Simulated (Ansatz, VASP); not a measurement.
# CaH5 in VASP and in Ansatz

File INCAR:

```
SYSTEM = CaH5
ALGO = Normal
EDIFF = 1E-6
EDIFFG = -0.04
ENCUT = 600
GGA = PE
IBRION = 2
ISIF = 3
ISMEAR = 0
LASPH = .TRUE.
LCHARG = .FALSE.
LREAL = .FALSE.
LWAVE = .FALSE.
NELM = 80
NSW = 90
PREC = Accurate
SIGMA = 0.1
```

The input KPOINTS:

```
k-points
0
G
  4 4 6
  0 0 0
```

File POSCAR:

```
CaH5
1.0
    3.5411587599     -2.4949251864      0.0000000000
    3.5411587599      2.4949251864      0.0000000000
   -1.5730772802      0.0000000000      2.9889303443
Ca H
1 5
Direct
    0.6394631982      0.3605368018      0.0000000000
    0.6222780427      0.9959776535      0.3123599665
    0.0040223465      0.3777219573      0.6876400335
    0.2243468972      0.7750865117      0.3575576643
    0.2249134883      0.7756531028      0.6424423357
    0.1976656571      0.8023343429      0.0000000000
```

Input for Ansatz:

```yaml
crystal:
  lattice:
    - [3.5411587599, -2.4949251864, 0.0]
    - [3.5411587599, 2.4949251864, 0.0]
    - [-1.5730772802, 0.0, 2.9889303443]
  atoms:
    - { symbol: Ca, position: [0.6394631982, 0.3605368018, 0.0] }
    - { symbol: H, position: [0.6222780427, 0.9959776535, 0.3123599665] }
    - { symbol: H, position: [0.0040223465, 0.3777219573, 0.6876400335] }
    - { symbol: H, position: [0.2243468972, 0.7750865117, 0.3575576643] }
    - { symbol: H, position: [0.2249134883, 0.7756531028, 0.6424423357] }
    - { symbol: H, position: [0.1976656571, 0.8023343429, 0.0] }
basis:
  ecutwfc: 420
kpoints:
  mp_grid: { grid: [4, 4, 6] }
hamiltonian:
  xc: pbe
scf:
  occupations: { method: gaussian, width: 0.1 }
  lower_state_search: "off"
output:
  forces: true
  stress: true
  eigenvalues: true
relax:
  adjacent_minimum: "off"
  f_tol: 0.04
  max_steps: 70
  cell: { stress_tol: 0.4 }
```

Alike in both runs: task relaxation of cell and atoms; functional PBE; k mesh 4 × 4 × 6; occupations gaussian, width 0.1 eV; no spin polarisation.

|  | VASP | Ansatz |
| --- | --- | --- |
| version | VASP 6.6.1 | Ansatz 0.2.0 |
| potentials or method | VASP PAW PBE potentials, release 64 (Ca_sv, H), cutoff 600 eV | scalar-relativistic, plane waves, PAW |
| valence electrons in the cell | 15 | 15 |

Ansatz gave:

- gap on the k mesh at the Fermi level, each at its own relaxed structure (eV): none
- relaxed volume (Å³/atom): 9.15
- relaxed length of the cell vector where the two differ most in proportion (Å): 4.532

Task: Estimate VASP's values.

Result: gap on the k mesh at the Fermi level, each at its own relaxed structure (eV): none; relaxed volume (Å³/atom): 9.28; relaxed length of the cell vector where the two differ most in proportion (Å): 4.564.

A gap of «none» marks a metal or a gap that the smearing closes.

The k mesh is coarse, so the values compare programs but aren't converged.
